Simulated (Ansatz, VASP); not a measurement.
Cd in VASP and in Ansatz

```
CELL_PARAMETERS angstrom
3.11073 0.00000 0.00000
-1.55537 2.69397 0.00000
0.00000 0.00000 9.90138
ATOMIC_POSITIONS crystal
Cd 0.00000 0.00000 0.00000
Cd 0.00000 0.00000 0.50000
Cd 0.33333 0.66667 0.25000
Cd 0.66667 0.33333 0.75000
```

Alike in both runs: task single point; functional r2SCAN; k mesh 13 × 13 × 4; occupations fermi-dirac, width 0.1 eV; no spin polarisation.

```csv
,VASP,Ansatz
version,VASP 6.6.1,Ansatz 0.2.0
potentials or method,"VASP PAW PBE potentials, release 64 (Cd), cutoff 520 eV","plane waves (500 eV) with PAW, scalar-relativistic"
valence electrons in the cell,48,80
```

```tsv
	VASP	Ansatz	Ansatz less VASP
pressure (GPa)	3.0	2.6	-0.40
traceless stress, the component that is largest in VASP (GPa)	0.14	0.12	-0.015
```

VASP's potentials were made for PBE, not for r2SCAN. With one functional, cell and mesh, what is left measures potentials, basis and numerics. VASP's potentials hold 48 valence electrons a cell and Ansatz's 80, so a difference there can come from the potentials and not from the codes.
